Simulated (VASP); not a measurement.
# Nb (Im-3m) in VASP: a series of runs, part 2 of 3

VASP 6.6.1. Earlier steps stand in the parts before.

**3. Single point, r2SCAN**

The input, POSCAR:

```
Nb
1.0
   -1.6511317439      1.6511317439      1.6511317439
    1.6511317439     -1.6511317439      1.6511317439
    1.6511317439      1.6511317439     -1.6511317439
Nb
1
Direct
    0.0000000000      0.0000000000      0.0000000000
```

The input, INCAR.step1:

```
PREC = Accurate
ENCUT = 520
ISMEAR = -1
SIGMA = 0.1
LREAL = F
LASPH = T
NELM = 100
NBANDS = 12
GGA = PE
ALGO = Normal
EDIFF = 1E-4
LWAVE = T
LCHARG = F
```

The input, INCAR.step2:

```
PREC = Accurate
ENCUT = 520
EDIFF = 1E-6
ISMEAR = -1
SIGMA = 0.1
LREAL = F
LASPH = T
NELM = 100
ALGO = Normal
ISIF = 2
LWAVE = F
LCHARG = F
METAGGA = R2SCAN
LMIXTAU = T
NBANDS = 12
ISTART = 1
```

The input, KPOINTS:

```
Automatic mesh
0
Gamma
  2 2 2
```

Potentials or basis: VASP PAW PBE potentials, release 64 (Nb_sv).

The run is started by

```bash
cat potpaw_PBE.64/Nb_sv/POTCAR > POTCAR
cp INCAR.step1 INCAR
mpirun -np 1 vasp_std > vasp.out
cp INCAR.step2 INCAR
mpirun -np 1 vasp_std > vasp.out
```

OUTCAR:

```text
PREC = Accurate
   ENCUT = 520
   EDIFF = 1E-6
   ISMEAR = -1
   LREAL = F
   LASPH = T
   NELM = 100
   ISIF = 2
   METAGGA = R2SCAN
   ISTART = 1

 ion  position               nearest neighbor table
   1  0.000  0.000  0.000-

  LATTYP: Found a body centered cubic cell.
 ALAT       =     3.3022634878

  Lattice vectors:

 A1 = (  -1.6511317439,   1.6511317439,   1.6511317439)
 A2 = (   1.6511317439,  -1.6511317439,   1.6511317439)
 A3 = (   1.6511317439,   1.6511317439,  -1.6511317439)

Analysis of symmetry for initial positions (statically):
=====================================================================
 Subroutine PRICEL returns:
 Original cell was already a primitive cell.

 Routine SETGRP: Setting up the symmetry group for a
 body centered cubic supercell.

 Subroutine GETGRP returns: Found 48 space group operations
 (whereof 48 operations were pure point group operations)
 out of a pool of 48 trial point group operations.

The static configuration has the point symmetry O_h .

Analysis of symmetry for dynamics (positions and initial velocities):
=====================================================================
 Subroutine PRICEL returns:
 Original cell was already a primitive cell.

 Routine SETGRP: Setting up the symmetry group for a
 body centered cubic supercell.

 Subroutine GETGRP returns: Found 48 space group operations
 (whereof 48 operations were pure point group operations)
 out of a pool of 48 trial point group operations.

The dynamic configuration has the point symmetry O_h .

 Subroutine INISYM returns: Found 48 space group operations
 (whereof 48 operations are pure point group operations),
 and found     1 'primitive' translations

----------------------------------------------------------------------------------------

                                     Primitive cell

  volume of cell :      18.0055

  direct lattice vectors                    reciprocal lattice vectors
    -1.651131744  1.651131744  1.651131744     0.000000000  0.302822595  0.302822595
     1.651131744 -1.651131744  1.651131744     0.302822595  0.000000000  0.302822595
     1.651131744  1.651131744 -1.651131744     0.302822595  0.302822595  0.000000000

  length of vectors
     2.859844070  2.859844070  2.859844070     0.428255821  0.428255821  0.428255821

  position of ions in fractional coordinates (direct lattice)
     0.000000000  0.000000000  0.000000000

  ion indices of the primitive-cell ions
   primitive index   ion index
                 1           1

----------------------------------------------------------------------------------------

 KPOINTS: Automatic mesh

Automatic generation of k-mesh.
 Grid dimensions read from file:
 generate k-points for:    2    2    2

 Generating k-lattice:

  Cartesian coordinates                     Fractional coordinates (reciprocal lattice)
     0.000000000  0.151411298  0.151411298     0.500000000  0.000000000  0.000000000
     0.151411298  0.000000000  0.151411298     0.000000000  0.500000000  0.000000000
     0.151411298  0.151411298  0.000000000     0.000000000  0.000000000  0.500000000

  Length of vectors
     0.214127911  0.214127911  0.214127911

  Shift w.r.t. Gamma in fractional coordinates (k-lattice)
     0.000000000  0.000000000  0.000000000

 Subroutine IBZKPT returns following result:
 ===========================================

 Found      3 irreducible k-points:

 Following reciprocal coordinates:
            Coordinates               Weight
  0.000000  0.000000  0.000000      1.000000
  0.500000  0.000000  0.000000      6.000000
  0.500000  0.500000  0.500000      1.000000
   k-points           NKPTS =      3   k-points in BZ     NKDIM =      3   number of bands    NBANDS=     12
   number of dos      NEDOS =    301   number of ions     NIONS =      1
   total plane-waves  NPLWV =  13824
   dimension x,y,z NGX =    24 NGY =   24 NGZ =   24
   dimension x,y,z NGXF=    48 NGYF=   48 NGZF=   48
   ions per type =               1
   NGX,Y,Z   is equivalent  to a cutoff of  13.95, 13.95, 13.95 a.u.
   NGXF,Y,Z  is equivalent  to a cutoff of  27.90, 27.90, 27.90 a.u.
 SYSTEM =  unknown system
   PREC   = accura    normal or accurate (medium, high low for compatibility)
   ISTART =      1    job   : 0-new  1-cont  2-samecut
   ICHARG =      0    charge: 1-file 2-atom 10-const
   ISPIN  =      1    spin polarized calculation?
   LNONCOLLINEAR =      F non collinear calculations
   LSORBIT =      F    spin-orbit coupling
   LASPH  =      T    aspherical Exc in radial PAW
   ENCUT  =  520.0 eV  38.22 Ry    6.18 a.u.   5.32  5.32  5.32*2*pi/ulx,y,z
   NELM   =    100;   NELMIN=  2; NELMDL=  0     # of ELM steps
   EDIFF  = 0.1E-05   stopping-criterion for ELM
   LREAL  =      F    real-space projection
   EDIFFG = 0.1E-04   stopping-criterion for IOM
   NSW    =      0    number of steps for IOM
   IBRION =     -1    ionic relax: 0-MD 1-quasi-New 2-CG
   NFREE  =      0    steps in history (QN), initial steepest desc. (CG)
   ISIF   =      2    stress and relaxation
   ISYM   =      2    0-nonsym 1-usesym 2-fastsym
   POTIM  = 0.5000    time-step for ionic-motion
   TEBEG  =    0.0;   TEEND  =   0.0 temperature during run
   PSTRESS=    0.0 pullay stress
   NELECT =      13.0000    total number of electrons
   NUPDOWN=      -1.0000    fix difference up-down
   EMIN   =  10.00;   EMAX   =-10.00  energy-range for DOS
   EFERMI =   0.00;   METHOD = LEGACY
   ISMEAR =    -1;   SIGMA  =   0.10  broadening in eV -4-tet -1-fermi 0-gaus
   EFERMI_NEDOS =   21; number of points for ismear=-14 and -15
   IALGO  =     38    algorithm
   IMIX   =      4    mixing-type and parameters
     AMIX     =   0.40;   BMIX     =  1.00
     AMIX_MAG =   1.60;   BMIX_MAG =  1.00
  volume/ion in A,a.u.               =      18.01       121.51
  Fermi-wavevector in a.u.,A,eV,Ry     =   1.468659  2.775363 29.347202  2.156958
  Thomas-Fermi vector in A             =   2.584130
   LORBIT       =      0    0 simple, 1 ext, 2 COOP (PROOUT), +10 PAW based schemes
   METAGGA = R2SCAN    functional components
   LHFCALC =     F    Hartree Fock is set to
   AEXX    =    0.0000 exact exchange contribution
   IVDW    =     0    specifies the selected vdW correction
   LEPSILON=     F    determine dielectric tensor
   LRPA    =     F    only Hartree local field effects (RPA)
 non-spin polarized calculation
  energy-cutoff  :      520.00
  volume of cell :       18.01
 maximum number of plane-waves:       496
 NGX is ok and might be reduce to    24
   NGX = 11   NGY = 11   NGZ = 11

 number of electron      13.0000000 magnetization

 Free energy of the ion-electron system (eV)
  ---------------------------------------------------
  ext. energy  EPLUGINS =         0.00000000
  ---------------------------------------------------
  free energy    TOTEN  =       -26.05475977 eV

  energy without entropy =      -25.95928174  energy(sigma->0) =      -26.00702076

 E-fermi :  13.4186     XC(G=0): -13.5644

 val. band max:       11.5868699553   @ k =   0.0000   0.0000   0.0000
 cond. band min:      13.4878797451   @ k =   0.5000   0.0000   0.0000
 fundamental gap:      1.9010097898
 Fermi energy:        13.4185648554

 k-point     1 :       0.0000    0.0000    0.0000
  band No.  band energies     occupation
      1     -44.8039      2.00000
      2     -19.3373      2.00000
      3     -19.3373      2.00000
      4     -19.3373      2.00000
      5       4.9180      2.00000
      6      11.5869      2.00000
      7      11.5869      2.00000
      8      11.5869      2.00000
      9      14.9821      0.00000
     10      14.9821      0.00000
     11      26.0953      0.00000
     12      26.0953      0.00000

 k-point     2 :       0.5000    0.0000    0.0000
  band No.  band energies     occupation
      1     -44.5291      2.00000
      2     -20.8163      2.00000
      3     -19.8039      2.00000
      4     -19.3491      2.00000
      5       7.3186      2.00000
      6       9.4330      2.00000
      7      13.4879      0.66667
      8      14.9102      0.00000
      9      15.7034      0.00000
     10      17.9498      0.00000
     11      23.4160      0.00000
     12      23.9834      0.00000

 k-point     3 :       0.5000    0.5000    0.5000
  band No.  band energies     occupation
      1     -44.3370      2.00000
      2     -20.3524      2.00000
      3     -20.3524      2.00000
      4     -20.3524      2.00000
      5       7.4756      2.00000
      6       7.4756      2.00000
      7      17.1500      0.00000
      8      17.1500      0.00000
      9      17.1500      0.00000
     10      20.6513      0.00000
     11      20.6513      0.00000
     12      20.6513      0.00000

------------------------ aborting loop because EDIFF is reached ----------------------------------------

  FORCE on cell =-STRESS in cart. coord.  units (eV):
  Direction    XX          YY          ZZ          XY          YZ          ZX
  --------------------------------------------------------------------------------------
  -------------------------------------------------------------------------------------
  Total       -2.5857603     -2.5857603     -2.5857603     -0.0000000     -0.0000000     -0.0000000
  in kB     -230.0878477   -230.0878477   -230.0878477     -0.0000000     -0.0000000     -0.0000000
  external PRESSURE =    -230.0878477 kB  Pullay stress =       0.0000000 kB

 VOLUME and BASIS-vectors are now :
 -----------------------------------------------------------------------------
  energy-cutoff  :      520.00
  volume of cell :       18.01
      direct lattice vectors                 reciprocal lattice vectors
    -1.651131744  1.651131744  1.651131744     0.000000000  0.302822595  0.302822595
     1.651131744 -1.651131744  1.651131744     0.302822595  0.000000000  0.302822595
     1.651131744  1.651131744 -1.651131744     0.302822595  0.302822595  0.000000000

 POSITION                                       TOTAL-FORCE (eV/Angst)
 -----------------------------------------------------------------------------------
      0.00000      0.00000      0.00000         0.000000      0.000000      0.000000
 -----------------------------------------------------------------------------------
    total drift:                               -0.000000      0.000000      0.000000

  FREE ENERGIE OF THE ION-ELECTRON SYSTEM (eV)
  ---------------------------------------------------
  free  energy   TOTEN  =       -26.0547597716 eV

  energy  without entropy=      -25.9592817405  energy(sigma->0) =      -26.00702076
```

OUTCAR.step1:

```text
PREC = Accurate
   ENCUT = 520
   ISMEAR = -1
   LREAL = F
   LASPH = T
   NELM = 100
[... 235 lines left out ...]

 POSITION                                       TOTAL-FORCE (eV/Angst)
 -----------------------------------------------------------------------------------
      0.00000      0.00000      0.00000        -0.000000     -0.000000     -0.000000
 -----------------------------------------------------------------------------------
    total drift:                                0.000000      0.000000     -0.000000

  FREE ENERGIE OF THE ION-ELECTRON SYSTEM (eV)
  ---------------------------------------------------
  free  energy   TOTEN  =       -11.3198233659 eV

  energy  without entropy=      -11.2243276733  energy(sigma->0) =      -11.27207552
```

Wall time 7 s (1 thread of Intel Xeon Platinum 8375C at 2.90GHz (Ice Lake), shared host); peak memory 0.14 GiB.

Results:

- Free energy: -26.0548 eV
- Pressure: -23.0 GPa

Levels at points of the mesh, in eV from the Fermi level:
```csv
k point,band 2,band 3,band 4,band 5,band 6,band 7,band 8,band 9,band 10,band 11
"(0.00, 0.00, 0.00)",-32.76,-32.76,-32.76,-8.50,-1.83,-1.83,-1.83,1.56,1.56,12.68
"(0.50, 0.00, 0.00)",-34.23,-33.22,-32.77,-6.10,-3.99,0.07,1.49,2.28,4.53,10.00
"(0.50, 0.50, 0.50)",-33.77,-33.77,-33.77,-5.94,-5.94,3.73,3.73,3.73,7.23,7.23
```

Caveat: the k points lie up to 1.35 Å⁻¹ apart; the PAW data sets were made with another functional, which shifts forces and pressure a little.

**4. Single point, r2SCAN**

POSCAR is that of step 3.

The input, INCAR.step1:

```
PREC     = Accurate       # precision mode
ENCUT    = 520            # plane-wave cutoff, eV
ISMEAR   = -1             # smearing method
SIGMA    = 0.1            # smearing width, eV
LREAL    = False          # projectors in reciprocal space
LASPH    = True           # aspherical terms in the spheres
NELM     = 100            # most SCF steps
NBANDS   = 12             # bands
GGA      = PE             # functional
ALGO     = Normal         # electronic algorithm
EDIFF    = 1E-4           # SCF threshold, eV
LWAVE    = True           # write WAVECAR
LCHARG   = False          # write CHGCAR
```

The input, INCAR.step2:

```
PREC     = Accurate       # precision mode
ENCUT    = 520            # plane-wave cutoff, eV
EDIFF    = 1E-6           # SCF threshold, eV
ISMEAR   = -1             # smearing method
SIGMA    = 0.1            # smearing width, eV
LREAL    = False          # projectors in reciprocal space
LASPH    = True           # aspherical terms in the spheres
NELM     = 100            # most SCF steps
ALGO     = Normal         # electronic algorithm
ISIF     = 2              # what is computed and relaxed
LWAVE    = False          # write WAVECAR
LCHARG   = True           # write CHGCAR
METAGGA  = R2SCAN         # meta-GGA
LMIXTAU  = True         
LELF     = True           # ELF
LVHAR    = True         
NBANDS   = 12             # bands
ISTART   = 1
```

The input, KPOINTS:

```
Automatic mesh
0
Gamma
  3 3 3
```

The run is started by

```bash
cat potpaw_PBE.64/Nb_sv/POTCAR > POTCAR
cp INCAR.step1 INCAR
mpirun -np 1 vasp_std > vasp.out
cp INCAR.step2 INCAR
mpirun -np 1 vasp_std > vasp.out
```

Wall time 6.9 s (1 thread of Intel Xeon Platinum 8375C at 2.90GHz (Ice Lake), shared host); peak memory 0.14 GiB.

Results (log left out):

```yaml
Free_energy: -25.0127 eV
Pressure: -0.1 GPa
```

Levels at points of the mesh, in eV from the Fermi level:
| k point | band 2 | band 3 | band 4 | band 5 | band 6 | band 7 | band 8 | band 9 | band 10 | band 11 |
| --- | --- | --- | --- | --- | --- | --- | --- | --- | --- | --- |
| (0.00, 0.00, 0.00) | -31.13 | -31.13 | -31.13 | -6.64 | 0.07 | 0.07 | 0.07 | 3.16 | 3.16 | 14.53 |

Caveat: the k points lie up to 0.90 Å⁻¹ apart; the PAW data sets were made with another functional, which shifts forces and pressure a little.

(Continued in part 3 of 3.)
